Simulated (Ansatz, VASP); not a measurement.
# AlAs5 in VASP and in Ansatz

```
CELL_PARAMETERS angstrom
5.42087 0.00000 0.00000
-2.71043 4.69461 0.00000
0.00000 0.00000 5.05489
ATOMIC_POSITIONS crystal
Al 0.00000 0.00000 0.00000
As 0.33333 0.66667 0.00000
As 0.66667 0.33333 0.00000
As 0.50000 0.00000 0.50000
As 0.50000 0.50000 0.50000
As 0.00000 0.50000 0.50000
```

Change from the starting cell: species swapped into the RbAu5 type (P6/mmm, No. 191).

Alike in both runs: functional PBE; k mesh 6 × 6 × 4; occupations gaussian, width 0.1 eV; no spin polarisation.

Ansatz relaxed the structure, and its values are those at the end. VASP's run is a single point on that final structure, the one shown.

|  | VASP | Ansatz |
| --- | --- | --- |
| version | VASP 6.6.1 | Ansatz 0.2.0 |
| potentials or method | VASP PAW PBE potentials, release 64 (Al, As), cutoff 520 eV | scalar-relativistic, plane waves, PAW |
| valence electrons in the cell | 28 | 78 |

|  | VASP | Ansatz | Ansatz less VASP |
| --- | --- | --- | --- |
| gap on the k mesh at the Fermi level (eV) | none | none | - |
| pressure (GPa) | 0.2 | 0.1 | -0.09 |

A gap of «none» marks a metal or a gap that the smearing closes. The functional is the same, so the differences come from potentials, cutoffs and numerics. VASP's potentials hold 28 valence electrons a cell and Ansatz's 78, so a difference there can come from the potentials and not from the codes.
